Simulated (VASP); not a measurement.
# Sb3As (I4/mmm) in VASP: single point with PBE

Aim: the single point of Sb3As with PBE.

All numbers are computed with VASP 6.6.1; they aren't measurements. Logs are shortened: lines on timing, memory, paths and dates and some standing lists are left out, and cuts for length are marked.

### Step 1. The cell of the first run

The structure is tetragonal, space group I4/mmm (No. 139). Conventional cell: a = 4.375 Å, b = 4.375 Å, c = 10.763 Å, α = 90.00°, β = 90.00°, γ = 90.00°. Within 4.1 Å of Sb (site symmetry 4/mmm) lie 4 As at 3.09 Å and 8 Sb at 3.47 Å. Within 4.1 Å of Sb (site symmetry -4m2) lie 8 Sb at 3.09 to 3.47 Å and 4 As at 3.47 Å. As (site symmetry 4/mmm) has 12 Sb at 3.09 to 3.47 Å within 4.1 Å.

### Step 2. Single point, PBE

INCAR reads:

```
PREC = Accurate
ENCUT = 520
EDIFF = 1E-6
ISMEAR = 0
SIGMA = 0.1
LREAL = F
LASPH = T
NELM = 80
ALGO = Normal
ISIF = 2
LWAVE = F
LCHARG = T
GGA = PE
LELF = T
LVHAR = T
NBANDS = 18
```

KPOINTS reads:

```
regular mesh
0
Gamma
  14 14 14
```

POSCAR reads:

```
Sb3As
1.0
   -2.1873222942      2.1873222942      5.3814767143
    2.1873222942     -2.1873222942      5.3814767143
    2.1873222942      2.1873222942     -5.3814767143
Sb As
3 1
Direct
    0.5000000000      0.5000000000      0.0000000000
    0.2500000000      0.7500000000      0.5000000000
    0.7500000000      0.2500000000      0.5000000000
    0.0000000000      0.0000000000      0.0000000000
```

Potentials or basis: VASP PAW PBE potentials, release 64 (Sb, As).

The run is started by

```bash
cat potpaw_PBE.64/Sb/POTCAR potpaw_PBE.64/As/POTCAR > POTCAR
mpirun -np 1 vasp_std > vasp.out
```

OUTCAR:

```text
PREC = Accurate
   ENCUT = 520
   EDIFF = 1E-6
   ISMEAR = 0
   LREAL = F
   LASPH = T
   NELM = 80
   ISIF = 2
   GGA = PE

 ion  position               nearest neighbor table
   1  0.500  0.500  0.000-   4 3.09   4 3.09   4 3.09   4 3.09   3 3.47   2 3.47   3 3.47   3 3.47
                             2 3.47   2 3.47   3 3.47   2 3.47
   2  0.250  0.750  0.500-   3 3.09   3 3.09   3 3.09   3 3.09   1 3.47   1 3.47   1 3.47   1 3.47

   3  0.750  0.250  0.500-   2 3.09   2 3.09   2 3.09   2 3.09   1 3.47   1 3.47   1 3.47   1 3.47

   4  0.000  0.000  0.000-   1 3.09   1 3.09   1 3.09   1 3.09

  LATTYP: Found a body centered tetragonal cell.
 ALAT       =     4.3746445884
 C/A-ratio  =     2.4603035083

  Lattice vectors:

 A1 = (  -2.1873222942,   2.1873222942,   5.3814767143)
 A2 = (   2.1873222942,  -2.1873222942,   5.3814767143)
 A3 = (   2.1873222942,   2.1873222942,  -5.3814767143)

Analysis of symmetry for initial positions (statically):
=====================================================================
 Subroutine PRICEL returns:
 Original cell was already a primitive cell.

 Routine SETGRP: Setting up the symmetry group for a
 body centered tetragonal supercell.

 Subroutine GETGRP returns: Found 16 space group operations
 (whereof 16 operations were pure point group operations)
 out of a pool of 16 trial point group operations.

The static configuration has the point symmetry D_4h.

Analysis of symmetry for dynamics (positions and initial velocities):
=====================================================================
 Subroutine PRICEL returns:
 Original cell was already a primitive cell.

 Routine SETGRP: Setting up the symmetry group for a
 body centered tetragonal supercell.

 Subroutine GETGRP returns: Found 16 space group operations
 (whereof 16 operations were pure point group operations)
 out of a pool of 16 trial point group operations.

The dynamic configuration has the point symmetry D_4h.

 Subroutine INISYM returns: Found 16 space group operations
 (whereof 16 operations are pure point group operations),
 and found     1 'primitive' translations

----------------------------------------------------------------------------------------

                                     Primitive cell

  volume of cell :     102.9881

  direct lattice vectors                    reciprocal lattice vectors
    -2.187322294  2.187322294  5.381476714     0.000000000  0.228589999  0.092911300
     2.187322294 -2.187322294  5.381476714     0.228589999  0.000000000  0.092911300
     2.187322294  2.187322294 -5.381476714     0.228589999  0.228589999  0.000000000

  length of vectors
     6.207177238  6.207177238  6.207177238     0.246750678  0.246750678  0.323275076

  position of ions in fractional coordinates (direct lattice)
     0.500000000  0.500000000  0.000000000
     0.250000000  0.750000000  0.500000000
     0.750000000  0.250000000  0.500000000
     0.000000000  0.000000000  0.000000000

  ion indices of the primitive-cell ions
   primitive index   ion index
                 1           1
                 2           2
                 3           3
                 4           4

----------------------------------------------------------------------------------------

 KPOINTS: regular mesh

Automatic generation of k-mesh.
 Grid dimensions read from file:
 generate k-points for:   14   14   14

 Generating k-lattice:

  Cartesian coordinates                     Fractional coordinates (reciprocal lattice)
     0.000000000  0.016327857  0.006636521     0.071428571  0.000000000 -0.000000000
     0.016327857  0.000000000  0.006636521     0.000000000  0.071428571 -0.000000000
     0.016327857  0.016327857  0.000000000     0.000000000  0.000000000  0.071428571

  Length of vectors
     0.017625048  0.017625048  0.023091077

  Shift w.r.t. Gamma in fractional coordinates (k-lattice)
     0.000000000  0.000000000  0.000000000

 Subroutine IBZKPT returns following result:
 ===========================================

 Found    244 irreducible k-points:

 Following reciprocal coordinates:
            Coordinates               Weight
  0.000000  0.000000  0.000000      1.000000
  0.071429  0.000000  0.000000      8.000000
  0.142857  0.000000  0.000000      8.000000
  0.214286  0.000000  0.000000      8.000000
  0.285714  0.000000  0.000000      8.000000
  0.357143 -0.000000  0.000000      8.000000
[... 16 lines left out ...]
  0.214286  0.142857  0.000000     16.000000
  0.285714  0.142857  0.000000     16.000000
 [... further k-points ...]
   k-points           NKPTS =    244   k-points in BZ     NKDIM =    244   number of bands    NBANDS=     18
   number of dos      NEDOS =    301   number of ions     NIONS =      4
   total plane-waves  NPLWV = 110592
   dimension x,y,z NGX =    48 NGY =   48 NGZ =   48
   dimension x,y,z NGXF=    96 NGYF=   96 NGZF=   96
   ions per type =               3   1
   NGX,Y,Z   is equivalent  to a cutoff of  12.86, 12.86, 12.86 a.u.
   NGXF,Y,Z  is equivalent  to a cutoff of  25.71, 25.71, 25.71 a.u.
 SYSTEM =  unknown system
   PREC   = accura    normal or accurate (medium, high low for compatibility)
   ISTART =      0    job   : 0-new  1-cont  2-samecut
   ICHARG =      2    charge: 1-file 2-atom 10-const
   ISPIN  =      1    spin polarized calculation?
   LNONCOLLINEAR =      F non collinear calculations
   LSORBIT =      F    spin-orbit coupling
   LASPH  =      T    aspherical Exc in radial PAW
   ENCUT  =  520.0 eV  38.22 Ry    6.18 a.u.  11.54 11.54 11.54*2*pi/ulx,y,z
   NELM   =     80;   NELMIN=  2; NELMDL= -5     # of ELM steps
   EDIFF  = 0.1E-05   stopping-criterion for ELM
   LREAL  =      F    real-space projection
   EDIFFG = 0.1E-04   stopping-criterion for IOM
   NSW    =      0    number of steps for IOM
   IBRION =     -1    ionic relax: 0-MD 1-quasi-New 2-CG
   NFREE  =      0    steps in history (QN), initial steepest desc. (CG)
   ISIF   =      2    stress and relaxation
   ISYM   =      2    0-nonsym 1-usesym 2-fastsym
   POTIM  = 0.5000    time-step for ionic-motion
   TEBEG  =    0.0;   TEEND  =   0.0 temperature during run
   PSTRESS=    0.0 pullay stress
   NELECT =      20.0000    total number of electrons
   NUPDOWN=      -1.0000    fix difference up-down
   EMIN   =  10.00;   EMAX   =-10.00  energy-range for DOS
   EFERMI =   0.00;   METHOD = LEGACY
   ISMEAR =     0;   SIGMA  =   0.10  broadening in eV -4-tet -1-fermi 0-gaus
   EFERMI_NEDOS =   21; number of points for ismear=-14 and -15
   IALGO  =     38    algorithm
   IMIX   =      4    mixing-type and parameters
     AMIX     =   0.40;   BMIX     =  1.00
     AMIX_MAG =   1.60;   BMIX_MAG =  1.00
  volume/ion in A,a.u.               =      25.75       173.75
  Fermi-wavevector in a.u.,A,eV,Ry     =   0.948031  1.791519 12.228407  0.898763
  Thomas-Fermi vector in A             =   2.076181
   LORBIT       =      0    0 simple, 1 ext, 2 COOP (PROOUT), +10 PAW based schemes
   GGA     = PE    functional components
   LHFCALC =     F    Hartree Fock is set to
   AEXX    =    0.0000 exact exchange contribution
   IVDW    =     0    specifies the selected vdW correction
   LEPSILON=     F    determine dielectric tensor
   LRPA    =     F    only Hartree local field effects (RPA)
 non-spin polarized calculation
 Gauss-broadening in eV      SIGMA  =   0.10
  energy-cutoff  :      520.00
  volume of cell :      102.99
 maximum number of plane-waves:      2798
 NGX is ok and might be reduce to    48
   NGX = 23   NGY = 23   NGZ = 23

 number of electron      20.0000000 magnetization

 Free energy of the ion-electron system (eV)
  ---------------------------------------------------
  ext. energy  EPLUGINS =         0.00000000
  ---------------------------------------------------
  free energy    TOTEN  =       -15.66505179 eV

  energy without entropy =      -15.65337157  energy(sigma->0) =      -15.65921168

 E-fermi :   7.7365     XC(G=0): -10.1867

 val. band max:        7.7188931435   @ k =  -0.2857   0.1429   0.0714
 cond. band min:       7.7402481013   @ k =  -0.3571  -0.3571   0.2143
 fundamental gap:      0.0213549578
 Fermi energy:         7.7364806756

 k-point     1 :       0.0000    0.0000    0.0000
  band No.  band energies     occupation
      1      -5.4589      2.00000
      2      -2.0816      2.00000
      3       0.4543      2.00000
      4       1.4526      2.00000
      5       2.0827      2.00000
      6       4.5597      2.00000
[... 10 lines left out ...]
     17      13.9943      0.00000
     18      14.0935      0.00000

 k-point     2 :       0.0714    0.0000    0.0000
  band No.  band energies     occupation
      1      -5.4142      2.00000
      2      -2.0816      2.00000
      3       0.3429      2.00000
      4       1.2658      2.00000
      5       2.1674      2.00000
      6       4.5003      2.00000
[... 10 lines left out ...]
     17      14.1287      0.00000
     18      14.3285      0.00000

 k-point     3 :       0.1429    0.0000    0.0000
  band No.  band energies     occupation
      1      -5.2805      2.00000
      2      -2.0788      2.00000
      3       0.0290      2.00000
      4       0.8028      2.00000
      5       2.4104      2.00000
      6       4.4903      2.00000
[... 10 lines left out ...]
     17      13.4745      0.00000
     18      14.3980      0.00000

 k-point     4 :       0.2143    0.0000    0.0000
  band No.  band energies     occupation
      1      -5.0586      2.00000
      2      -2.0699      2.00000
      3      -0.4606      2.00000
      4       0.2736      2.00000
      5       2.7878      2.00000
      6       4.5730      2.00000
[... 10 lines left out ...]
     17      12.8864      0.00000
     18      14.2451      0.00000

 k-point     5 :       0.2857    0.0000    0.0000
  band No.  band energies     occupation
      1      -4.7510      2.00000
      2      -2.0714      2.00000
      3      -1.0563      2.00000
      4      -0.1826      2.00000
      5       3.2697      2.00000
      6       4.7506      2.00000
[... 10 lines left out ...]
     17      13.0083      0.00000
     18      14.3086      0.00000

 k-point     6 :       0.3571   -0.0000    0.0000
  band No.  band energies     occupation
      1      -4.3627      2.00000
      2      -2.2173      2.00000
      3      -1.5224      2.00000
      4      -0.5498      2.00000
      5       3.8113      2.00000
      6       4.9561      2.00000
[... 10 lines left out ...]
     17      13.9168      0.00000
     18      14.6265      0.00000

 k-point     7 :       0.4286    0.0000    0.0000
  band No.  band energies     occupation
      1      -3.9099      2.00000
      2      -2.6850      2.00000
      3      -1.6141      2.00000
      4      -0.8177      2.00000
      5       4.3257      2.00000
      6       4.9860      2.00000
[... 10 lines left out ...]
     17      15.2017      0.00000
     18      15.2572      0.00000

 k-point     8 :       0.5000    0.0000    0.0000
  band No.  band energies     occupation
      1      -3.5565      2.00000
      2      -3.0770      2.00000
      3      -1.5948      2.00000
      4      -0.9265      2.00000
      5       4.5961      2.00000
      6       4.9552      2.00000
[... 10 lines left out ...]
     17      15.3886      0.00000
     18      15.4241      0.00000
[... 229 lines left out ...]
     17      13.1740      0.00000
     18      14.1273      0.00000

 k-point    20 :      -0.1429    0.0714   -0.0000
  band No.  band energies     occupation
      1      -5.2605      2.00000
      2      -1.9911      2.00000
      3       0.0050      2.00000
      4       0.7175      2.00000
      5       2.3325      2.00000
      6       4.0939      2.00000
[... 10 lines left out ...]
     17      13.7408      0.00000
     18      14.3293      0.00000

 k-point    21 :      -0.0714    0.0714    0.0000
  band No.  band energies     occupation
      1      -5.3819      2.00000
      2      -2.0344      2.00000
      3       0.2625      2.00000
      4       1.1206      2.00000
      5       2.1664      2.00000
      6       4.2592      2.00000
[... 10 lines left out ...]
     17      14.1109      0.00000
     18      14.1165      0.00000

 k-point    22 :       0.1429    0.1429    0.0000
  band No.  band energies     occupation
      1      -5.0547      2.00000
      2      -2.2168      2.00000
      3      -0.2646      2.00000
      4       0.4200      2.00000
      5       2.9830      2.00000
      6       3.7590      2.00000
[... 10 lines left out ...]
     17      13.0747      0.00000
     18      13.3207      0.00000

 k-point    23 :       0.2143    0.1429    0.0000
  band No.  band energies     occupation
      1      -4.8114      2.00000
      2      -2.2441      2.00000
      3      -0.6420      2.00000
      4       0.0577      2.00000
      5       3.4149      2.00000
      6       3.5605      2.00000
[... 10 lines left out ...]
     17      12.8809      0.00000
     18      13.2336      0.00000

 k-point    24 :       0.2857    0.1429    0.0000
  band No.  band energies     occupation
      1      -4.4850      2.00000
      2      -2.2476      2.00000
      3      -1.1927      2.00000
      4      -0.2266      2.00000
      5       3.4408      2.00000
      6       3.8648      2.00000
[... 10 lines left out ...]
     17      13.1941      0.00000
     18      13.5258      0.00000

 [... further k-points ...]
[... 5 lines left out ...]
  --------------------------------------------------------------------------------------
  -------------------------------------------------------------------------------------
  Total       -0.0583647     -0.0583647     -0.0709353      0.0000000      0.0000000      0.0000000
  in kB       -0.9079754     -0.9079754     -1.1035340      0.0000000      0.0000000      0.0000000
  external PRESSURE =      -0.9731616 kB  Pullay stress =       0.0000000 kB

 VOLUME and BASIS-vectors are now :
 -----------------------------------------------------------------------------
  energy-cutoff  :      520.00
  volume of cell :      102.99
      direct lattice vectors                 reciprocal lattice vectors
    -2.187322294  2.187322294  5.381476714     0.000000000  0.228589999  0.092911300
     2.187322294 -2.187322294  5.381476714     0.228589999  0.000000000  0.092911300
     2.187322294  2.187322294 -5.381476714     0.228589999  0.228589999  0.000000000

 POSITION                                       TOTAL-FORCE (eV/Angst)
 -----------------------------------------------------------------------------------
      0.00000      0.00000      5.38148        -0.000000      0.000000      0.000000
      2.18732     -0.00000      2.69074        -0.000000      0.000000      0.000000
     -0.00000      2.18732      2.69074         0.000000     -0.000000     -0.000000
      0.00000      0.00000      0.00000        -0.000000      0.000000      0.000000
 -----------------------------------------------------------------------------------
    total drift:                                0.000000     -0.000000      0.000000

  FREE ENERGIE OF THE ION-ELECTRON SYSTEM (eV)
  ---------------------------------------------------
  free  energy   TOTEN  =       -15.6650517882 eV

  energy  without entropy=      -15.6533715703  energy(sigma->0) =      -15.65921168
```

Run time: 6.6 min. Hardware: 1 thread of AMD EPYC 9R45 (Zen 5), shared host; peak memory 0.6 GiB.

Results:

| Property | Result |
| --- | --- |
| Free energy | -15.6651 eV |
| Pressure | -0.1 GPa |
| Band gap on the k mesh | zero (bands 10 and 11 overlap by 1.97 eV) |

Levels at points of the mesh, in eV from the Fermi level:
```tsv
k point	band 8	band 9	band 10	band 11	band 12	band 13
(0.00, 0.00, 0.00)	-3.04	-3.04	-0.67	-0.30	2.22	2.22
(0.50, 0.00, 0.00)	-1.82	-0.65	-0.40	-0.23	-0.03	0.07
(0.50, 0.50, 0.00)	-3.79	-1.80	-1.63	1.47	1.78	4.76
(0.50, 0.50, 0.50)	-1.09	-1.02	-1.00	0.45	0.94	3.19
```

Caveat: spin-orbit coupling is left out, which moves the levels of the heavy elements.
